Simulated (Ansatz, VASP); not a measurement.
One calculation of P, two programs

Contents of INCAR:

```
PREC = Accurate
ENCUT = 520
EDIFF = 1E-6
ISMEAR = 0
SIGMA = 0.03
LREAL = F
LASPH = T
NELM = 80
ALGO = Normal
ISIF = 2
LWAVE = F
LCHARG = F
GGA = PE
NBANDS = 18
```

The input KPOINTS:

```
regular mesh
0
Gamma
  10 10 8
```

The input POSCAR:

```
P
1.0
    1.6552162270     -5.6427177482      0.0000000000
    1.6552162270      5.6427177482      0.0000000000
    0.0000000000      0.0000000000      4.5577728156
P
4
Direct
    0.0940707809      0.9059292191      0.8698391580
    0.5940707809      0.4059292191      0.5862797606
    0.9059292191      0.0940707809      0.0862797606
    0.4059292191      0.5940707809      0.4137202394
```

Input for Ansatz:

```yaml
crystal:
  lattice:
    - [1.655216227, -5.6427177482, 0.0]
    - [1.655216227, 5.6427177482, 0.0]
    - [0.0, 0.0, 4.5577728156]
  atoms:
    - { symbol: P, position: [0.0940707809, 0.9059292191, 0.869839158] }
    - { symbol: P, position: [0.5940707809, 0.4059292191, 0.5862797606] }
    - { symbol: P, position: [0.9059292191, 0.0940707809, 0.0862797606] }
    - { symbol: P, position: [0.4059292191, 0.5940707809, 0.4137202394] }
basis:
  ecutwfc: 420
kpoints:
  mp_grid: { grid: [10, 10, 8] }
hamiltonian:
  xc: pbe
scf:
  occupations: { method: gaussian, width: 0.03 }
output:
  forces: true
  stress: true
  eigenvalues: true
```

Alike in both runs: task single point; functional PBE; k mesh 10 × 10 × 8; occupations gaussian, width 0.03 eV; no spin polarisation.

```csv
,VASP,Ansatz
version,VASP 6.6.1,Ansatz 0.2.0
potentials or method,"VASP PAW PBE potentials, release 64 (P), cutoff 520 eV","scalar-relativistic, plane waves, PAW"
valence electrons in the cell,20,20
```

```csv
,VASP,Ansatz,Ansatz less VASP
gap on the k mesh at the Fermi level (eV),0.09,0.08,-0.009
least direct gap on the mesh (eV),0.09,0.10,+0.005
pressure (GPa),2.3,2.7,+0.34
"traceless stress, the component that is largest in VASP (GPa)",-3.65,-3.75,-0.098
rms of the force components (eV/Å),1.076,1.094,+0.0182
```

Atom by atom the forces differ by 0.031 eV/Å (rms over components).
